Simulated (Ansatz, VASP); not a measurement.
**SiC: VASP beside Ansatz**

INCAR

```
PREC = Accurate
ENCUT = 600
EDIFF = 1E-6
ISMEAR = -1
SIGMA = 0.08
LREAL = F
LASPH = T
NELM = 120
ALGO = Normal
ISIF = 2
LWAVE = F
LCHARG = F
GGA = PE
NBANDS = 11
GGA_COMPAT = F
```

The input KPOINTS:

```
Automatic mesh
0
Gamma
  14 14 14
```

The input POSCAR:

```
SiC
1.0
    2.5868546899      0.0000000000      0.0000000000
    0.0000000000      2.5868546899      0.0000000000
    0.0000000000      0.0000000000      2.5868546899
Si C
1 1
Direct
    0.0000000000      0.0000000000      0.0000000000
    0.5000000000      0.5000000000      0.5000000000
```

Input for Ansatz:

```yaml
crystal:
  lattice:
    - [2.5868546899, 0.0, 0.0]
    - [0.0, 2.5868546899, 0.0]
    - [0.0, 0.0, 2.5868546899]
  atoms:
    - { symbol: Si, position: [0.0, 0.0, 0.0] }
    - { symbol: C, position: [0.5, 0.5, 0.5] }
kpoints:
  mp_grid: { grid: [14, 14, 14] }
scf:
  occupations: { method: fermi_dirac, width: 0.08 }
hamiltonian:
  xc: pbe
  pseudopotentials: { kind: all_electron, lapw: { basis_error: 0.001 } }
output:
  forces: true
  stress: true
  eigenvalues: true
  populations: true
```

Change from the starting cell: volume scaled by 0.94, LAPW.

Alike in both runs: task single point; functional PBE; k mesh 14 × 14 × 14; occupations fermi-dirac, width 0.08 eV; no spin polarisation.

```csv
,VASP,Ansatz
version,VASP 6.6.1,Ansatz 0.2.0
potentials or method,"VASP PAW PBE potentials, release 64 (Si, C), cutoff 600 eV","all-electron LAPW, scalar-relativistic"
```

Ansatz gave:

| Item | Value |
| --- | --- |
| pressure (GPa) | 12.2 |

**Question.** Estimate VASP's values.

**Answer.** Pressure (GPa): 12.1.

Ansatz ran all-electron here, and VASP with PAW potentials.
